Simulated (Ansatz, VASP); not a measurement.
**Rh in VASP and in Ansatz**

```
Rh
1.0
     0.00000    1.87303    1.84450
     1.87303    0.00000    1.84450
     1.87303    1.87303    0.00000
Rh
1
Direct
  0.00000 0.00000 0.00000
```

Change from the starting cell: strain -0.015 along x and y, -0.030 along z, atoms carried along.

Alike in both runs: task single point; functional r2SCAN; k mesh 8 × 8 × 8; occupations gaussian, width 0.15 eV; no spin polarisation.

|  | VASP | Ansatz |
| --- | --- | --- |
| version | VASP 6.6.1 | Ansatz 0.2.0 |
| potentials or method | VASP PAW PBE potentials, release 64 (Rh_pv), cutoff 520 eV | scalar-relativistic, plane waves, PAW |
| valence electrons in the cell | 15 | 17 |

Ansatz gave:

| Item | Value |
| --- | --- |
| gap on the k mesh at the Fermi level (eV) | none |
| pressure (GPa) | 20.0 |
| traceless stress, the component that is largest in VASP (GPa) | 2.86 |

Estimate VASP's values.

gap on the k mesh at the Fermi level (eV): none; pressure (GPa): 21.7; traceless stress, the component that is largest in VASP (GPa): 2.87.

VASP's potentials were made for PBE, not for r2SCAN. A gap of «none» marks a metal or a gap that the smearing closes. The functional is the same, so the differences come from potentials, cutoffs and numerics. VASP's potentials hold 15 valence electrons a cell and Ansatz's 17, so a difference there can come from the potentials and not from the codes.

The k mesh is coarse, so the values compare programs but aren't converged.
